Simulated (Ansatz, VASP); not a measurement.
CsBr in VASP and in Ansatz

The input POSCAR:

```
CsBr
1.0
    4.3193779700      0.0000000000      0.0000000000
    0.0000000000      4.3193779700      0.0000000000
    0.0000000000      0.0000000000      4.3193779700
Cs Br
1 1
Direct
    0.0000000000      0.0000000000      0.0000000000
    0.5000000000      0.5000000000      0.5000000000
```

File INCAR.step1:

```
  PREC = Accurate
  ENCUT = 400
  EDIFF = 1E-5
  ISMEAR = 0
  SIGMA = 0.01
  LREAL = False
  LASPH = True
  NELM = 120
  ALGO = Normal
  ISIF = 2
  LWAVE = True
  LCHARG = False
  NBANDS = 15
  GGA = PE
  GGA_COMPAT = False
```

Contents of INCAR.step2:

```
  PREC = Accurate
  ENCUT = 400
  EDIFF = 1E-6
  ISMEAR = 0
  SIGMA = 0.01
  LREAL = False
  LASPH = True
  NELM = 120
  ALGO = Normal
  ISIF = 2
  LWAVE = False
  LCHARG = False
  GGA = PE
  LHFCALC = True
  AEXX = 0.75
  HFSCREEN = 0.1
  PRECFOCK = Normal
  NBANDS = 15
  ISTART = 1
  GGA_COMPAT = False
```

The input KPOINTS:

```
regular mesh
0
Gamma
  4 4 4
```

Input for Ansatz:

```yaml
crystal:
  lattice:
    - [4.31937797, 0.0, 0.0]
    - [0.0, 4.31937797, 0.0]
    - [0.0, 0.0, 4.31937797]
  atoms:
    - { symbol: Cs, position: [0.0, 0.0, 0.0] }
    - { symbol: Br, position: [0.5, 0.5, 0.5] }
kpoints:
  mp_grid: { grid: [4, 4, 4] }
hamiltonian:
  xc: { exchange: pbe, correlation: pbe, exx: { coeff: 0.75, omega: 0.1 } }
scf:
  occupations: { method: fixed }
  n_extra_bands: 4
output:
  forces: true
  stress: true
  eigenvalues: true
```

Alike in both runs: task single point; functional PBE-based screened hybrid with a share of 0.75 of exact exchange and HFSCREEN = 0.1; k mesh 4 × 4 × 4; no spin polarisation.

```csv
,VASP,Ansatz
version,VASP 6.6.1,Ansatz 0.2.0
potentials or method,"VASP PAW PBE potentials, release 64 (Cs_sv, Br)",plane waves
plane-wave cutoff (eV),400,420
occupations,"gaussian, width 0.01 eV",fixed
valence electrons in the cell,16,16
```

VASP gave:

```
gap on the k mesh at the Fermi level (eV) : 9.12
pressure (GPa)                            : -0.5
```

What did Ansatz give for the same quantities?

gap on the k mesh at the Fermi level (eV): 9.13; pressure (GPa): -0.3.

VASP's potentials were made for PBE, not for PBE-based screened hybrid. Ansatz's warnings: stress exchange threshold loose, stress scf threshold loose.

Spin-orbit coupling is off throughout.
